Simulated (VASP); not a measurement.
Set up this calculation in VASP 6.6.1, as the native input.

- Task: single point
- Functional: r2SCAN
- Potentials or basis: VASP PAW PBE potentials, release 64 (Mg, O)
- Cutoff: 520 eV
- k mesh: 6 × 6 × 6
- Occupations: gaussian, width 0.05 eV
- Spin: no spin polarisation
- Dipole correction: no
- Further INCAR settings: ALGO = Normal; EDIFF = 1e-06; NBANDS = 16

MgO:

```xyz
4
Lattice="3.4841 0.0000 0.0000 -1.7421 3.0173 0.0000 0.0000 0.0000 4.1857" Properties=species:S:1:pos:R:3 pbc="T T T"
Mg    1.7421    1.0058    3.1393
Mg    0.0000    2.0115    1.0464
O     2.1663    0.5815    1.0464
O     0.0000    2.0115    3.1393
```

This cell differs from its parent crystal: atom 3 (O) moved +0.600 Å along Cartesian [1 -1 0].

These files were run (other wordings do the same):

POSCAR

```
MgO
1.0
    3.4841042127      0.0000000000      0.0000000000
   -1.7420521064      3.0173227576      0.0000000000
    0.0000000000      0.0000000000      4.1856875957
Mg O
2 2
Direct
    0.6666666667      0.3333333333      0.7500000000
    0.3333333333      0.6666666667      0.2500000000
    0.7181332944      0.1927238915      0.2500000000
    0.3333333333      0.6666666667      0.7500000000
```

INCAR.step1

```
ALGO = Normal
EDIFF = 1E-4
ENCUT = 520
GGA = PE
ISMEAR = 0
LASPH = True
LCHARG = False
LREAL = False
LWAVE = True
NBANDS = 16
NELM = 80
PREC = Accurate
SIGMA = 0.05
```

INCAR.step2

```
ALGO = Normal
EDIFF = 1E-6
ENCUT = 520
ISIF = 2
ISMEAR = 0
ISTART = 1
LASPH = True
LCHARG = False
LMIXTAU = True
LREAL = False
LWAVE = False
METAGGA = R2SCAN
NBANDS = 16
NELM = 80
PREC = Accurate
SIGMA = 0.05
```

KPOINTS

```
k-points
0
Gamma
  6 6 6
```

Potentials or basis: VASP PAW PBE potentials, release 64 (Mg, O).

The run is started by

```console
$ cat potpaw_PBE.64/Mg/POTCAR potpaw_PBE.64/O/POTCAR > POTCAR
$ cp INCAR.step1 INCAR
$ mpirun -np 1 vasp_std > vasp.out
$ cp INCAR.step2 INCAR
$ mpirun -np 1 vasp_std > vasp.out
```

Results of the run:

| Quantity | Value |
| --- | --- |
| Pressure | 12.3 GPa |
| Largest force | 7.706 eV/Å |
| Band gap on the k mesh | 3.40 eV |

Caveat: the cell differs from its parent crystal (atom 3 (O) moved +0.600 Å along Cartesian [1 -1 0]); the cell stands under pressure; the PAW data sets were made with another functional, which shifts forces and pressure a little.

Run time: 3.8 min on 1 thread of Intel Xeon 8259CL, on a shared host, peak memory 0.2 GiB.
